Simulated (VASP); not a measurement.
# K5AgS3 (P6/mmm) in VASP: notebook, part 2 of 2

VASP 6.6.1. The steps go on from the part before.

**3. Single point, PBE**

This run uses another cell than the first one, of 41.82 Å³/atom.

INCAR

```
  PREC = Accurate
  ENCUT = 520
  EDIFF = 1E-6
  ISMEAR = 0
  SIGMA = 0.1
  LREAL = F
  LASPH = T
  NELM = 80
  ALGO = Normal
  ISIF = 2
  LWAVE = F
  LCHARG = T
  GGA = PE
  LELF = T
  LVHAR = T
  NBANDS = 47
```

KPOINTS

```
Automatic mesh
0
Gamma
  6 6 4
```

POSCAR

```
K5AgS3
1.0
    6.4938996187      0.0000000000      0.0000000000
   -3.2469498093      5.6238820395      0.0000000000
    0.0000000000      0.0000000000     10.3047352362
K Ag S
5 1 3
Direct
    0.0000000000      0.0000000000      0.0000000000
    0.3333333333      0.6666666667      0.2729909842
    0.3333333333      0.6666666667      0.7270090158
    0.6666666667      0.3333333333      0.7270090158
    0.6666666667      0.3333333333      0.2729909842
    0.0000000000      0.0000000000      0.5000000000
    0.5000000000      0.0000000000      0.5000000000
    0.0000000000      0.5000000000      0.5000000000
    0.5000000000      0.5000000000      0.5000000000
```

Potentials or basis: VASP PAW PBE potentials, release 64 (K_sv, Ag, S).

On the command line:

```bash
> cat potpaw_PBE.64/K_sv/POTCAR potpaw_PBE.64/Ag/POTCAR potpaw_PBE.64/S/POTCAR > POTCAR
> mpirun -np 1 vasp_std > vasp.out
```

OUTCAR:

```text
PREC = Accurate
   ENCUT = 520
   EDIFF = 1E-6
   ISMEAR = 0
   LREAL = F
   LASPH = T
   NELM = 80
   ISIF = 2
   GGA = PE

 ion  position               nearest neighbor table
   1  0.000  0.000  0.000-
   2  0.333  0.667  0.273-   8 3.00   7 3.00   9 3.00   5 3.75   5 3.75   5 3.75
   3  0.333  0.667  0.727-   8 3.00   7 3.00   9 3.00   4 3.75   4 3.75   4 3.75
   4  0.667  0.333  0.727-   8 3.00   7 3.00   9 3.00   3 3.75   3 3.75   3 3.75
   5  0.667  0.333  0.273-   8 3.00   7 3.00   9 3.00   2 3.75   2 3.75   2 3.75
   6  0.000  0.000  0.500-
   7  0.500  0.000  0.500-   2 3.00   3 3.00   4 3.00   5 3.00
   8  0.000  0.500  0.500-   2 3.00   3 3.00   4 3.00   5 3.00
   9  0.500  0.500  0.500-   2 3.00   3 3.00   4 3.00   5 3.00

  LATTYP: Found a hexagonal cell.
 ALAT       =     6.4938996187
 C/A-ratio  =     1.5868331575

  Lattice vectors:

 A1 = (   6.4938996187,   0.0000000000,   0.0000000000)
 A2 = (  -3.2469498093,   5.6238820395,   0.0000000000)
 A3 = (   0.0000000000,   0.0000000000,  10.3047352362)

Analysis of symmetry for initial positions (statically):
=====================================================================
 Subroutine PRICEL returns:
 Original cell was already a primitive cell.

 Routine SETGRP: Setting up the symmetry group for a
 hexagonal supercell.

 Subroutine GETGRP returns: Found 24 space group operations
 (whereof 24 operations were pure point group operations)
 out of a pool of 24 trial point group operations.

The static configuration has the point symmetry D_6h.

Analysis of symmetry for dynamics (positions and initial velocities):
=====================================================================
 Subroutine PRICEL returns:
 Original cell was already a primitive cell.

 Routine SETGRP: Setting up the symmetry group for a
 hexagonal supercell.

 Subroutine GETGRP returns: Found 24 space group operations
 (whereof 24 operations were pure point group operations)
 out of a pool of 24 trial point group operations.

The dynamic configuration has the point symmetry D_6h.

 Subroutine INISYM returns: Found 24 space group operations
 (whereof 24 operations are pure point group operations),
 and found     1 'primitive' translations

----------------------------------------------------------------------------------------

                                     Primitive cell

  volume of cell :     376.3385

  direct lattice vectors                    reciprocal lattice vectors
     6.493899619  0.000000000  0.000000000     0.153990677  0.088906559  0.000000000
    -3.246949809  5.623882039  0.000000000     0.000000000  0.177813118  0.000000000
     0.000000000  0.000000000 10.304735236     0.000000000  0.000000000  0.097042765

  length of vectors
     6.493899619  6.493899619 10.304735236     0.177813118  0.177813118  0.097042765

  position of ions in fractional coordinates (direct lattice)
     0.000000000  0.000000000  0.000000000
     0.333333333  0.666666667  0.272990984
     0.333333333  0.666666667  0.727009016
     0.666666667  0.333333333  0.727009016
     0.666666667  0.333333333  0.272990984
     0.000000000  0.000000000  0.500000000
     0.500000000  0.000000000  0.500000000
     1.000000000  0.500000000  0.500000000
     0.500000000  0.500000000  0.500000000

  ion indices of the primitive-cell ions
[... 36 lines left out ...]

 Following reciprocal coordinates:
            Coordinates               Weight
  0.000000  0.000000  0.000000      1.000000
  0.166667  0.000000  0.000000      6.000000
  0.333333  0.000000  0.000000      6.000000
  0.500000  0.000000  0.000000      3.000000
  0.166667  0.166667  0.000000      6.000000
  0.333333  0.166667  0.000000     12.000000
[... 13 lines left out ...]
  0.333333  0.166667  0.500000     12.000000
  0.333333  0.333333  0.500000      2.000000
   k-points           NKPTS =     21   k-points in BZ     NKDIM =     21   number of bands    NBANDS=     47
   number of dos      NEDOS =    301   number of ions     NIONS =      9
   total plane-waves  NPLWV = 184320
   dimension x,y,z NGX =    48 NGY =   48 NGZ =   80
   dimension x,y,z NGXF=    96 NGYF=   96 NGZF=  160
   ions per type =               5   1   3
   NGX,Y,Z   is equivalent  to a cutoff of  12.29, 12.29, 12.91 a.u.
   NGXF,Y,Z  is equivalent  to a cutoff of  24.58, 24.58, 25.81 a.u.
 SYSTEM =  unknown system
   PREC   = accura    normal or accurate (medium, high low for compatibility)
   ISTART =      0    job   : 0-new  1-cont  2-samecut
   ICHARG =      2    charge: 1-file 2-atom 10-const
   ISPIN  =      1    spin polarized calculation?
   LNONCOLLINEAR =      F non collinear calculations
   LSORBIT =      F    spin-orbit coupling
   LASPH  =      T    aspherical Exc in radial PAW
   ENCUT  =  520.0 eV  38.22 Ry    6.18 a.u.  12.07 12.07 19.16*2*pi/ulx,y,z
   NELM   =     80;   NELMIN=  2; NELMDL= -5     # of ELM steps
   EDIFF  = 0.1E-05   stopping-criterion for ELM
   LREAL  =      F    real-space projection
[... 7 lines left out ...]
   TEBEG  =    0.0;   TEEND  =   0.0 temperature during run
   PSTRESS=    0.0 pullay stress
   NELECT =      74.0000    total number of electrons
   NUPDOWN=      -1.0000    fix difference up-down
   EMIN   =  10.00;   EMAX   =-10.00  energy-range for DOS
   EFERMI =   0.00;   METHOD = LEGACY
   ISMEAR =     0;   SIGMA  =   0.10  broadening in eV -4-tet -1-fermi 0-gaus
   EFERMI_NEDOS =   21; number of points for ismear=-14 and -15
   IALGO  =     38    algorithm
   IMIX   =      4    mixing-type and parameters
     AMIX     =   0.40;   BMIX     =  1.00
     AMIX_MAG =   1.60;   BMIX_MAG =  1.00
  volume/ion in A,a.u.               =      41.82       282.18
  Fermi-wavevector in a.u.,A,eV,Ry     =   0.951976  1.798973 12.330385  0.906258
  Thomas-Fermi vector in A             =   2.080496
   LORBIT       =      0    0 simple, 1 ext, 2 COOP (PROOUT), +10 PAW based schemes
   GGA     = PE    functional components
   LHFCALC =     F    Hartree Fock is set to
   AEXX    =    0.0000 exact exchange contribution
   IVDW    =     0    specifies the selected vdW correction
   LEPSILON=     F    determine dielectric tensor
   LRPA    =     F    only Hartree local field effects (RPA)
 non-spin polarized calculation
 Gauss-broadening in eV      SIGMA  =   0.10
  energy-cutoff  :      520.00
  volume of cell :      376.34
 maximum number of plane-waves:     10176
   NGX = 25   NGY = 25   NGZ = 39

 number of electron      73.9999997 magnetization

 Free energy of the ion-electron system (eV)
  ---------------------------------------------------
  ext. energy  EPLUGINS =         0.00000000
  ---------------------------------------------------
  free energy    TOTEN  =       -21.10519923 eV

  energy without entropy =      -21.08720926  energy(sigma->0) =      -21.09620424

 E-fermi :   0.9554     XC(G=0):  -6.8450

 val. band max:        0.9353537814   @ k =   0.3333   0.3333   0.5000
 cond. band min:       0.9675311832   @ k =   0.5000   0.0000   0.5000
 fundamental gap:      0.0321774017
 Fermi energy:         0.9553940851

 k-point     1 :       0.0000    0.0000    0.0000
  band No.  band energies     occupation
      1     -31.3984      2.00000
      2     -30.0500      2.00000
      3     -30.0484      2.00000
      4     -30.0129      2.00000
      5     -30.0118      2.00000
      6     -14.9036      2.00000
[... 1039 lines left out ...]
     46       4.5057      0.00000
     47       4.5057      0.00000

------------------------ aborting loop because EDIFF is reached ----------------------------------------

  FORCE on cell =-STRESS in cart. coord.  units (eV):
  Direction    XX          YY          ZZ          XY          YZ          ZX
  --------------------------------------------------------------------------------------
  -------------------------------------------------------------------------------------
  Total        0.0098651      0.0098651      0.1198806      0.0000000     -0.0000000      0.0000000
  in kB        0.0419986      0.0419986      0.5103649      0.0000000     -0.0000000      0.0000000
  external PRESSURE =       0.1981207 kB  Pullay stress =       0.0000000 kB

 VOLUME and BASIS-vectors are now :
 -----------------------------------------------------------------------------
  energy-cutoff  :      520.00
  volume of cell :      376.34
      direct lattice vectors                 reciprocal lattice vectors
     6.493899619  0.000000000  0.000000000     0.153990677  0.088906559  0.000000000
    -3.246949809  5.623882039  0.000000000     0.000000000  0.177813118  0.000000000
     0.000000000  0.000000000 10.304735236     0.000000000  0.000000000  0.097042765

 POSITION                                       TOTAL-FORCE (eV/Angst)
 -----------------------------------------------------------------------------------
      0.00000      0.00000      0.00000        -0.000000      0.000000      0.000000
     -0.00000      3.74925      2.81310        -0.000000      0.000000     -0.018834
     -0.00000      3.74925      7.49164        -0.000000      0.000000      0.018834
      3.24695      1.87463      7.49164         0.000000     -0.000000      0.018834
      3.24695      1.87463      2.81310         0.000000     -0.000000     -0.018834
      0.00000      0.00000      5.15237        -0.000000      0.000000      0.000000
      3.24695      0.00000      5.15237        -0.000000      0.000000      0.000000
     -1.62347      2.81194      5.15237        -0.000000      0.000000      0.000000
      1.62347      2.81194      5.15237        -0.000000      0.000000      0.000000
 -----------------------------------------------------------------------------------
    total drift:                               -0.000000      0.000000      0.000000

  FREE ENERGIE OF THE ION-ELECTRON SYSTEM (eV)
  ---------------------------------------------------
  free  energy   TOTEN  =       -21.1051992270 eV

  energy  without entropy=      -21.0872092592  energy(sigma->0) =      -21.09620424
```

Wall time 8.7 min (1 thread of Intel Xeon Platinum 8259CL at 2.50GHz (Skylake/Cascade Lake), shared host); peak memory 0.64 GiB.

What came out:

- Free energy: -21.1052 eV
- Pressure: 0.0 GPa
- Largest force: 0.019 eV/Å
- Band gap on the k mesh: zero (bands 37 and 38 overlap by 0.23 eV)

Forces in eV/Å, atoms in the order of the input:
```
K    0.000  0.000  0.000
K    0.000  0.000 -0.019
K    0.000  0.000  0.019
K    0.000  0.000  0.019
K    0.000  0.000 -0.019
Ag   0.000  0.000  0.000
S    0.000  0.000  0.000
S    0.000  0.000  0.000
S    0.000  0.000  0.000
```

**4. Single point, PBE**

This run uses another cell than the first one, of 43.10 Å³/atom.

INCAR

```
PREC     = Accurate       # precision mode
ENCUT    = 500            # plane-wave cutoff, eV
EDIFF    = 1E-6           # SCF threshold, eV
ISMEAR   = 0              # smearing method
SIGMA    = 0.1            # smearing width, eV
LREAL    = False          # projectors in reciprocal space
LASPH    = True           # aspherical terms in the spheres
NELM     = 120            # most SCF steps
ALGO     = Normal         # electronic algorithm
ISIF     = 2              # what is computed and relaxed
LWAVE    = False          # write WAVECAR
LCHARG   = False          # write CHGCAR
GGA      = PE             # functional
NBANDS   = 47             # bands
GGA_COMPAT= False
```

KPOINTS

```
Automatic mesh
0
Gamma
  3 3 4
```

POSCAR

```
K5AgS3
1.0
    6.6652934999     -0.0000000029      0.0000000000
   -3.3326467475      5.7723134960      0.0000000000
    0.0000000000      0.0000000000     10.0821082667
K Ag S
5 1 3
Direct
    0.0000000000      0.0000000000      0.0000000000
    0.3333333333      0.6666666667      0.2775102478
    0.3333333333      0.6666666667      0.7224897522
    0.6666666667      0.3333333333      0.7224897522
    0.6666666667      0.3333333333      0.2775102478
    0.0000000000      0.0000000000      0.5000000000
    0.5000000000      0.0000000000      0.5000000000
    0.0000000000      0.5000000000      0.5000000000
    0.5000000000      0.5000000000      0.5000000000
```

On the command line:

```bash
> cat potpaw_PBE.64/K_sv/POTCAR potpaw_PBE.64/Ag/POTCAR potpaw_PBE.64/S/POTCAR > POTCAR
> mpirun -np 1 vasp_std > vasp.out
```

Wall time 6.2 min (1 thread of Intel Xeon 8259CL, shared host); peak memory 0.56 GiB.

Results (log left out):

```yaml
Free_energy: -21.2176 eV
Pressure: 0.1 GPa
Largest_force: 0.053 eV/Å
Band_gap_on_the_k_mesh: zero (bands 37 and 38 overlap by 0.26 eV)
```

Forces on the atoms (eV/Å):
```
K    0.000  0.000  0.000
K    0.000  0.000 -0.053
K    0.000  0.000  0.053
K    0.000  0.000  0.053
K    0.000  0.000 -0.053
Ag   0.000  0.000  0.000
S    0.000  0.000  0.000
S    0.000  0.000  0.000
S    0.000  0.000  0.000
```

Stress tensor (GPa, compression positive):
```
0.07 0.00 0.00
0.00 0.07 0.00
0.00 0.00 0.22
```

Levels at points of the mesh, in eV from the Fermi level:
| k point | band 33 | band 34 | band 35 | band 36 | band 37 | band 38 | band 39 | band 40 | band 41 | band 42 |
| --- | --- | --- | --- | --- | --- | --- | --- | --- | --- | --- |
| (0.00, 0.00, 0.00) | -1.48 | -1.41 | -1.41 | -0.08 | 0.19 | 0.51 | 0.51 | 1.06 | 2.08 | 2.08 |
| (0.00, 0.00, 0.50) | -1.41 | -1.41 | -1.01 | -0.47 | 0.19 | 0.51 | 0.51 | 1.30 | 2.00 | 2.08 |

Caveat: the k points lie up to 0.36 Å⁻¹ apart.

**5. The runs side by side**

| cell | k mesh | cutoff (eV) | gap on the mesh (eV) | pressure (GPa) | largest force (eV/Å) |
| --- | --- | --- | --- | --- | --- |
| a = 6.743, b = 6.743, c = 7.316 Å, angles 90.0, 90.0, 120.0°, 9 atoms, atomic positions A | 3 × 3 × 4 | 520 | none | 11.9 | 3.73 |
| a = 6.494, b = 6.494, c = 10.305 Å, angles 90.0, 90.0, 120.0°, 9 atoms, atomic positions B | 6 × 6 × 4 | 520 | none | 0.0 | 0.02 |
| a = 6.665, b = 6.665, c = 10.082 Å, angles 90.0, 90.0, 120.0°, 9 atoms, atomic positions A | 3 × 3 × 4 | 500 | none | 0.1 | 0.05 |

Alike in all rows: task single point; level PBE; potentials or basis VASP PAW PBE potentials, release 64 (K_sv, Ag, S); no spin polarisation; smearing gaussian 0.1 eV.

Caveats: some runs use coarse meshes; the cell stands under pressure (at least some runs); forces of over 1 eV/Å act on the atoms, so gaps and moduli don't describe the material at rest (at least some runs).

Total energies depend on the potentials used, so only differences within one code and one set of settings carry meaning.
